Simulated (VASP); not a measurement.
MgB2, 3 atoms in the cell. It takes space group P6/mmm (No. 191, hexagonal). The conventional cell has a = 3.036 Å, b = 3.036 Å, c = 3.453 Å, α = 90.00°, β = 90.00°, γ = 120.00°. Within 3.2 Å of Mg (site symmetry 6/mmm) lie 12 B at 2.46 Å and 6 Mg at 3.04 Å. B (site symmetry -6m2) has 3 B at 1.75 Å within 2.3 Å. 

```yaml
Program: VASP 6.6.1
Task: relaxation of cell and atoms
Functional: r2SCAN
Potentials_or_basis: VASP PAW PBE potentials, release 64 (Mg, B)
Cutoff: 600 eV
k_mesh: 15 × 15 × 12
Occupations: fermi-dirac, width 0.1 eV
Spin: no spin polarisation
Target_pressure: 6.15 GPa
Dipole_correction: no
Further_INCAR_settings: ALGO = Normal; EDIFF = 1e-07; IBRION = 2; EDIFFG = -0.002; NSW = 80; ISIF = 3
```

Potentials or basis: VASP PAW PBE potentials, release 64 (Mg, B).

The run is started by

```console
$ cat potpaw_PBE.64/Mg/POTCAR potpaw_PBE.64/B/POTCAR > POTCAR
$ cp INCAR.step1 INCAR
$ mpirun -np 1 vasp_std > vasp.out
$ cp INCAR.step2 INCAR
$ mpirun -np 1 vasp_std > vasp.out
```

Hardware: 1 thread of Intel Xeon 6975P-C (shared host).

Estimate the wall time of this run.

It took 4.6 min on 1 thread of Intel Xeon 6975P-C (shared host), peak memory 0.2 GiB. Counts: k points 189, ion steps 4.
